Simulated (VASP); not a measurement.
Crystal: Hf.

```
Hf
1.0
    -1.80500    1.80500    1.80500
     1.80500   -1.80500    1.80500
     1.80500    1.80500   -1.80500
Hf
1
Direct
  0.00000 0.00000 0.00000
```

| Item | Value |
| --- | --- |
| Program | VASP 6.6.1 |
| Task | relaxation of cell and atoms |
| Functional | RPBE |
| Dispersion | D4 |
| Potentials or basis | VASP PAW PBE potentials, release 64 (Hf_pv) |
| Cutoff | 600 eV |
| k mesh | 10 × 10 × 10 |
| Occupations | fermi-dirac, width 0.05 eV |
| Spin | no spin polarisation |

At the start: pressure -4.7 GPa; volume 23.52 Å³/atom.

Task: How do energy, volume and symmetry change on relaxing?

Result: Over 3 steps the energy falls by 18.0 meV/atom and the volume is 22.36 Å³/atom (-5.0 %); space group Im-3m (No. 229, to 0.05 Å).

The path:
```csv
step,energy change (eV),largest force (eV/Å),pressure (GPa),volume (Å³)
1,0.0000,0.0000,-4.71,23.52
2,0.0004,0.0000,5.54,21.24
3,-0.0180,0.0000,-0.06,22.36
```

Final structure:
```yaml
crystal:
  lattice:
    - [-1.77469, 1.77469, 1.77469]
    - [1.77469, -1.77469, 1.77469]
    - [1.77469, 1.77469, -1.77469]
  atoms:
    - { symbol: Hf, position: [0.00000, 0.00000, 0.00000] }
```

Caveat: the PAW data sets were made with another functional, which shifts forces and pressure a little; pairwise dispersion overbinds metals, which lowers pressure and volume.
